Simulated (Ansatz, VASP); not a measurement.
Ti2C: VASP beside Ansatz

```
CELL_PARAMETERS angstrom
1.52640 0.88127 4.77198
-1.52640 0.88127 4.77198
0.00000 -1.76254 4.77198
ATOMIC_POSITIONS crystal
Ti 0.24583 0.24583 0.24583
Ti 0.75417 0.75417 0.75417
C 0.50000 0.50000 0.50000
```

Alike in both runs: functional PBEsol; k mesh 18 × 18 × 18; occupations gaussian, width 0.1 eV; no spin polarisation.

Ansatz relaxed the structure, and its values are those at the end. VASP's run is a single point on that final structure, the one shown.

```csv
,VASP,Ansatz
version,VASP 6.6.1,Ansatz 0.2.0
potentials or method,"VASP PAW PBE potentials, release 64 (Ti_sv, C), cutoff 520 eV","scalar-relativistic, plane waves, PAW"
valence electrons in the cell,28,28
```

|  | VASP | Ansatz | Ansatz less VASP |
| --- | --- | --- | --- |
| gap on the k mesh at the Fermi level (eV) | none | none | - |
| pressure (GPa) | 0.1 | 0.0 | -0.14 |
| rms of the force components (eV/Å) | 0.012 | 0.000 | -0.0119 |

VASP's potentials were made for PBE, not for PBEsol. A gap of «none» marks a metal or a gap that the smearing closes. With one functional, cell and mesh, what is left measures potentials, basis and numerics.
